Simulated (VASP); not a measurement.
**Pb: single point with PBEsol**

Pb:

```
CELL_PARAMETERS angstrom
0.00000 2.40806 2.40806
2.40806 0.00000 2.40806
2.40806 2.40806 0.00000
ATOMIC_POSITIONS crystal
Pb 0.00000 0.00000 0.00000
```

This cell differs from its parent crystal: strain -0.025 along x and y, -0.025 along z.

```json
{
 "Program": "VASP 6.6.1",
 "Task": "single point",
 "Functional": "PBEsol",
 "Potentials or basis": "VASP PAW PBE potentials, release 64 (Pb_d)",
 "Cutoff": "520 eV",
 "k mesh": "16 × 16 × 16",
 "Occupations": "gaussian, width 0.15 eV",
 "Spin": "no spin polarisation"
}
```

The pressure is 4.1 GPa and the band gap on the k mesh is zero (band 7 reaches 16.13 eV, above the bottom of band 8 at 6.18 eV).

Levels at points of the mesh, in eV from the Fermi level:
```
           k point  band 5  band 6  band 7  band 8  band 9  band 10
(0.00, 0.00, 0.00)  -16.93  -12.41    8.02    8.02    8.02     9.75
(0.50, 0.00, 0.00)  -16.76   -8.27   -4.70    5.99    5.99     9.22
(0.50, 0.50, 0.00)  -16.71   -6.65   -3.68    2.08    2.08     5.58
```

Wall time 39 s on 1 thread of Intel(R) Xeon(R) 6975P-C (Granite Rapids), with other jobs on the host, peak memory 0.18 GiB.

Caveat: the cell differs from its parent crystal (strain -0.025 along x and y, -0.025 along z); the PAW data sets were made with another functional, which shifts forces and pressure a little; spin-orbit coupling is left out, which moves the levels of the heavy elements.
